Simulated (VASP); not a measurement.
# TaSi2 (P1) in VASP: further runs

Runs on TaSi2. Level: PBEsol. Tasks: single point.

All numbers are computed with VASP 6.6.1; they aren't measurements. Logs are shortened: lines on timing, memory, paths and dates and some standing lists are left out, and cuts for length are marked.

## Step 1: The cell of the first run

The typed cell holds 9 atoms: a = 4.761 Å, b = 4.761 Å, c = 6.558 Å, α = 90.00°, β = 90.00°, γ = 120.00°.

## Step 2: Single point, PBEsol (atom 1 (Ta) moved by -0.642 Å along [1 0 0] and -0.856 Å along [0 0 1])

Input file INCAR:

```
PREC = Accurate ; ENCUT = 520
EDIFF = 1E-6 ; ISMEAR = 0
SIGMA = 0.15 ; LREAL = F
LASPH = T ; NELM = 80
ALGO = Fast ; ISIF = 2
LWAVE = F ; LCHARG = F
GGA = PS ; NBANDS = 38
```

Input file KPOINTS:

```
regular mesh
0
Gamma
  9 9 6
```

Input file POSCAR:

```
TaSi2
1.0
    4.7613605622      0.0000000000      0.0000000000
   -2.3806802811      4.1234592035      0.0000000000
    0.0000000000      0.0000000000      6.5581204410
Ta Si
3 6
Direct
    0.3651645907      0.0000000000     -0.1305252027
    0.5000000000      0.5000000000      0.6666666667
    0.0000000000      0.5000000000      0.3333333333
    0.1592624125      0.3185248251      0.0000000000
    0.8407375875      0.1592624125      0.6666666667
    0.6814751749      0.8407375875      0.3333333333
    0.8407375875      0.6814751749      0.0000000000
    0.1592624125      0.8407375875      0.6666666667
    0.3185248251      0.1592624125      0.3333333333
```

Potentials or basis: VASP PAW PBE potentials, release 64 (Ta_pv, Si).

Started as:

```console
cat potpaw_PBE.64/Ta_pv/POTCAR potpaw_PBE.64/Si/POTCAR > POTCAR
mpirun -np 1 vasp_std > vasp.out
```

OUTCAR:

```text
PREC = Accurate
   ENCUT = 520
   EDIFF = 1E-6
   ISMEAR = 0
   LREAL = F
   LASPH = T
   NELM = 80
   ISIF = 2
   GGA = PS

 ion  position               nearest neighbor table
   1  0.365  0.000  0.869-   8 1.60   7 2.34   4 2.34   5 2.40   2 2.51   4 3.01   7 3.01   2 3.06
                             9 3.17   5 3.24
   2  0.500  0.500  0.667-   1 2.51   7 2.60   4 2.60   9 2.60   6 2.60   8 2.72   5 2.72   8 2.72
                             5 2.72   5 2.81   8 2.81   1 3.06   3 3.23   3 3.23
   3  0.000  0.500  0.333-   4 2.60   7 2.60   5 2.60   8 2.60   9 2.72   6 2.72   9 2.72   6 2.72
                             6 2.81   9 2.81   2 3.23   2 3.23
   4  0.159  0.319  0.000-   1 2.34   5 2.55   9 2.55   3 2.60   2 2.60   7 2.63   7 2.81   7 2.81
                             1 3.01
   5  0.841  0.159  0.667-   1 2.40   4 2.55   6 2.55   3 2.60   8 2.63   2 2.72   2 2.72   2 2.81
                             8 2.81   8 2.81   1 3.24
   6  0.681  0.841  0.333-   7 2.55   5 2.55   2 2.60   9 2.63   3 2.72   3 2.72   3 2.81   9 2.81
                             9 2.81
   7  0.841  0.681  0.000-   1 2.34   8 2.55   6 2.55   3 2.60   2 2.60   4 2.63   4 2.81   4 2.81
                             1 3.01
   8  0.159  0.841  0.667-   1 1.60   7 2.55   9 2.55   3 2.60   5 2.63   2 2.72   2 2.72   2 2.81
                             5 2.81   5 2.81
   9  0.319  0.159  0.333-   4 2.55   8 2.55   2 2.60   6 2.63   3 2.72   3 2.72   3 2.81   6 2.81
                             6 2.81   1 3.17

 -----------------------------------------------------------------------------
|                                                                             |
|           W    W    AA    RRRRR   N    N  II  N    N   GGGG   !!!           |
|           W    W   A  A   R    R  NN   N  II  NN   N  G    G  !!!           |
|           W    W  A    A  R    R  N N  N  II  N N  N  G       !!!           |
|           W WW W  AAAAAA  RRRRR   N  N N  II  N  N N  G  GGG   !            |
|           WW  WW  A    A  R   R   N   NN  II  N   NN  G    G                |
|           W    W  A    A  R    R  N    N  II  N    N   GGGG   !!!           |
|                                                                             |
|     The distance between some ions is very small. Please check the          |
|     nearest-neighbor list in the OUTCAR file.                               |
|     I HOPE YOU KNOW WHAT YOU ARE DOING!                                     |
|                                                                             |
 -----------------------------------------------------------------------------

  LATTYP: Found a hexagonal cell.
 ALAT       =     4.7613605622
 C/A-ratio  =     1.3773627003

  Lattice vectors:

 A1 = (   4.7613605622,   0.0000000000,   0.0000000000)
 A2 = (  -2.3806802811,   4.1234592035,   0.0000000000)
 A3 = (   0.0000000000,   0.0000000000,   6.5581204410)

Analysis of symmetry for initial positions (statically):
=====================================================================
 Subroutine PRICEL returns:
[... 159 lines left out ...]
  Fermi-wavevector in a.u.,A,eV,Ry     =   1.247697  2.357805 21.180833  1.556747
  Thomas-Fermi vector in A             =   2.381817
   LORBIT       =      0    0 simple, 1 ext, 2 COOP (PROOUT), +10 PAW based schemes
   GGA     = PS    functional components
   LHFCALC =     F    Hartree Fock is set to
   AEXX    =    0.0000 exact exchange contribution
   IVDW    =     0    specifies the selected vdW correction
   LEPSILON=     F    determine dielectric tensor
   LRPA    =     F    only Hartree local field effects (RPA)
 non-spin polarized calculation
 RMM-DIIS sequential band-by-band and
 Gauss-broadening in eV      SIGMA  =   0.15
  energy-cutoff  :      520.00
  volume of cell :      128.76
 maximum number of plane-waves:      3501
   NGX = 17   NGY = 17   NGZ = 25

 number of electron      56.9999999 magnetization

 Free energy of the ion-electron system (eV)
  ---------------------------------------------------
  ext. energy  EPLUGINS =         0.00000000
  ---------------------------------------------------
  free energy    TOTEN  =       -59.51247584 eV

  energy without entropy =      -59.46553559  energy(sigma->0) =      -59.48900572

 E-fermi :   9.1793     XC(G=0): -12.0900

 val. band max:        9.1783645115   @ k =   0.3333  -0.2222   0.3333
 cond. band min:       9.1840356709   @ k =   0.0000  -0.4444   0.3333
 fundamental gap:      0.0056711594
 Fermi energy:         9.1793432149

 k-point     1 :       0.0000    0.0000    0.0000
  band No.  band energies     occupation
      1     -26.1532      2.00000
      2     -25.3955      2.00000
      3     -25.0344      2.00000
      4     -25.0052      2.00000
      5     -24.9316      2.00000
      6     -24.8637      2.00000
[... 973 lines left out ...]
     37      12.6851      0.00000
     38      13.0217      0.00000

 [... further k-points ...]

------------------------ aborting loop because EDIFF is reached ----------------------------------------

  FORCE on cell =-STRESS in cart. coord.  units (eV):
  Direction    XX          YY          ZZ          XY          YZ          ZX
  --------------------------------------------------------------------------------------
  -------------------------------------------------------------------------------------
  Total       18.3501016     20.1920574     59.9061639     12.2083208     22.1608204     19.1137406
  in kB      228.3373176    251.2574765    745.4352602    151.9127946    275.7555458    237.8395697
  external PRESSURE =     408.3433514 kB  Pullay stress =       0.0000000 kB

 VOLUME and BASIS-vectors are now :
 -----------------------------------------------------------------------------
  energy-cutoff  :      520.00
  volume of cell :      128.76
      direct lattice vectors                 reciprocal lattice vectors
     4.761360562  0.000000000  0.000000000     0.210024002  0.121257414  0.000000000
    -2.380680281  4.123459204  0.000000000     0.000000000  0.242514828  0.000000000
     0.000000000  0.000000000  6.558120441     0.000000000  0.000000000  0.152482713

 POSITION                                       TOTAL-FORCE (eV/Angst)
 -----------------------------------------------------------------------------------
      1.73868      0.00000      5.70212        21.454814     16.187393     40.985305
      1.19034      2.06173      4.37208        -1.508915      1.550191     -2.574913
     -1.19034      2.06173      2.18604         0.094946      0.091092     -0.329845
     -0.00000      1.31342      0.00000        -2.524656      1.784323      1.112561
      3.62390      0.65671      4.37208         0.535738      0.694230     -0.962887
      1.24322      3.46675      2.18604        -0.543741      0.104638     -0.665013
      2.38068      2.81004      0.00000        -2.255731     -1.840845      0.934002
     -1.24322      3.46675      4.37208       -15.918372    -18.500988    -37.308756
      1.13746      0.65671      2.18604         0.665916     -0.070035     -1.190456
 -----------------------------------------------------------------------------------
    total drift:                               -0.000113      0.000048      0.000296

  FREE ENERGIE OF THE ION-ELECTRON SYSTEM (eV)
  ---------------------------------------------------
  free  energy   TOTEN  =       -59.5124758434 eV

  energy  without entropy=      -59.4655355924  energy(sigma->0) =      -59.48900572
```

OSZICAR:

```text
N       E                     dE             d eps       ncg     rms          rms(c)
DAV:   1     0.410161803716E+03    0.41016E+03   -0.28325E+04 18552   0.141E+03
DAV:   2    -0.432004059452E+02   -0.45336E+03   -0.44104E+03 21334   0.367E+02
DAV:   3    -0.636685615489E+02   -0.20468E+02   -0.19947E+02 23450   0.693E+01
DAV:   4    -0.640604673821E+02   -0.39191E+00   -0.38997E+00 22940   0.964E+00
DAV:   5    -0.640664547003E+02   -0.59873E-02   -0.59844E-02 22902   0.125E+00    0.358E+01
RMM:   6    -0.609916470483E+02    0.30748E+01   -0.17128E+01 24150   0.139E+01    0.208E+01
RMM:   7    -0.598874397865E+02    0.11042E+01   -0.51346E+00 19500   0.940E+00    0.111E+01
RMM:   8    -0.595378802071E+02    0.34956E+00   -0.12887E+00 23579   0.464E+00    0.141E+00
RMM:   9    -0.595138918673E+02    0.23988E-01   -0.22792E-01 23862   0.197E+00    0.650E-01
RMM:  10    -0.595127798679E+02    0.11120E-02   -0.40295E-02 25483   0.821E-01    0.391E-01
RMM:  11    -0.595124871035E+02    0.29276E-03   -0.61044E-03 24673   0.354E-01    0.204E-01
RMM:  12    -0.595125327222E+02   -0.45619E-04   -0.20865E-03 25074   0.182E-01    0.755E-02
RMM:  13    -0.595124670358E+02    0.65686E-04   -0.41816E-04 23166   0.988E-02    0.283E-02
RMM:  14    -0.595124748849E+02   -0.78491E-05   -0.11663E-04 25897   0.473E-02    0.177E-02
RMM:  15    -0.595124756115E+02   -0.72660E-06   -0.20930E-05 24750   0.209E-02    0.749E-03
RMM:  16    -0.595124758434E+02   -0.23189E-06   -0.55490E-06 19989   0.104E-02
   1 F= -.59512476E+02 E0= -.59489006E+02  d E =-.469403E-01
```

It took 34 min on 1 thread of Oxide Virtual Turin-like, shared host; peak memory 0.88 GiB.

What came out:

```
Free energy            : -59.5125 eV
Pressure               : 40.8 GPa
Largest force          : 49.012 eV/Å
Band gap on the k mesh : zero (an odd number of electrons rules out a gap without spin polarisation)
```

Forces on the atoms (eV/Å):
```
Ta   21.455  16.187  40.985
Ta   -1.509   1.550  -2.575
Ta    0.095   0.091  -0.330
Si   -2.525   1.784   1.113
Si    0.536   0.694  -0.963
Si   -0.544   0.105  -0.665
Si   -2.256  -1.841   0.934
Si  -15.918 -18.501 -37.309
Si    0.666  -0.070  -1.190
```

Stress tensor (GPa, compression positive):
```
22.83 15.19 23.78
15.19 25.13 27.58
23.78 27.58 74.54
```

Caveat: the cell differs from its parent crystal (atom 1 (Ta) moved by -0.642 Å along [1 0 0] and -0.856 Å along [0 0 1]); atoms lie so close that the PAW spheres overlap strongly, which falsifies energies and pressures; the cell stands under pressure; the PAW data sets were made with another functional, which shifts forces and pressure a little; spin-orbit coupling is left out, which moves the levels of the heavy elements.

## Step 3: Single point, PBEsol (atom 1 (Ta) moved by -0.428 Å along [1 0 0] and -0.428 Å along [0 0 1])

Input file INCAR:

```
PREC = Accurate
ENCUT = 520
EDIFF = 1E-6
ISMEAR = 0
SIGMA = 0.15
LREAL = F
LASPH = T
NELM = 80
ALGO = Fast
ISIF = 2
LWAVE = F
LCHARG = T
GGA = PS
LELF = T
LVHAR = T
NBANDS = 38
```

KPOINTS is that of step 2.

POSCAR, as its differences from that of step 2:

```diff
@@ -8,3 +8,3 @@
 Direct
-    0.3651645907      0.0000000000     -0.1305252027
+    0.4101097272      0.0000000000     -0.0652626014
     0.5000000000      0.5000000000      0.6666666667
```

Potentials or basis: VASP PAW PBE potentials, release 64 (Ta_pv, Si).

Started as:

```console
cat potpaw_PBE.64/Ta_pv/POTCAR potpaw_PBE.64/Si/POTCAR > POTCAR
mpirun -np 1 vasp_std > vasp.out
```

It took 21 min on 1 thread of Oxide Virtual Turin-like, shared host; peak memory 0.88 GiB.

The run converged. Its results:

- Free energy: -73.3490 eV
- Pressure: 13.4 GPa
- Largest force: 15.670 eV/Å
- Band gap on the k mesh: zero (an odd number of electrons rules out a gap without spin polarisation)

Forces in eV/Å, atoms in the order of the input:
```
Ta  10.199  2.808 11.561
Ta  -1.215 -0.175 -0.882
Ta  -0.534  0.459 -0.616
Si  -2.310  1.031  0.254
Si   0.008  0.308 -0.557
Si  -0.662  0.199 -0.639
Si  -1.983 -0.976 -0.019
Si  -3.895 -3.460 -8.561
Si   0.391 -0.194 -0.542
```

Stress tensor (GPa, compression positive):
```
12.55  4.05  7.64
 4.05  5.94  6.99
 7.64  6.99 21.72
```

Levels at points of the mesh, in eV from the Fermi level:
```csv
k point,band 26,band 27,band 28,band 29,band 30,band 31
"(0.00, 0.00, 0.00)",-2.15,-1.90,-1.69,-1.27,0.79,1.95
"(0.00, 0.00, 0.50)",-1.91,-1.69,-1.57,0.73,1.03,1.71
```

Caveat: the cell differs from its parent crystal (atom 1 (Ta) moved by -0.428 Å along [1 0 0] and -0.428 Å along [0 0 1]); the cell stands under pressure; the PAW data sets were made with another functional, which shifts forces and pressure a little; spin-orbit coupling is left out, which moves the levels of the heavy elements.
